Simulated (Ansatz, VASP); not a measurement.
Two plane-wave programs on Y2Si3O

```
CELL_PARAMETERS angstrom
4.69974 0.00000 0.00000
-2.34987 4.07010 0.00000
0.00000 0.00000 7.81950
ATOMIC_POSITIONS crystal
Y 0.00000 0.00000 0.00000
Y 0.66667 0.33333 0.50000
Si 0.33333 0.66667 0.50000
Si 0.66667 0.33333 0.85834
Si 0.66667 0.33333 0.14166
O 0.00000 0.00000 0.50000
```

Alike in both runs: task single point; functional PBE; k mesh 6 × 6 × 2; occupations gaussian, width 0.1 eV; collinear spin.

|  | VASP | Ansatz |
| --- | --- | --- |
| version | VASP 6.6.1 | Ansatz 0.2.0 |
| potentials or method | VASP PAW PBE potentials, release 64 (Y_sv, Si, O), cutoff 520 eV | scalar-relativistic, plane waves, PAW |
| valence electrons in the cell | 40 | 40 |

|  | VASP | Ansatz | Ansatz less VASP |
| --- | --- | --- | --- |
| gap on the k mesh at the Fermi level (eV) | none | none | - |
| pressure (GPa) | 0.0 | 0.0 | +0.06 |
| traceless stress, the component that is largest in VASP (GPa) | -0.13 | -0.11 | +0.015 |
| rms of the force components (eV/Å) | 0.008 | 0.010 | +0.0021 |
| net moment per atom (μB) | 0.08 | 0.08 | 0.000 |
| size of the moment on the site where the two differ most (μB) | 0.13 | 0.06 | -0.063 |

Site moments also hang on the region over which each program counts them. Atom by atom the forces differ by 0.002 eV/Å (rms over components). A gap of «none» marks a metal or a gap that the smearing closes. With one functional, cell and mesh, what is left measures potentials, basis and numerics.

The k mesh is coarse, so the values compare programs but aren't converged.
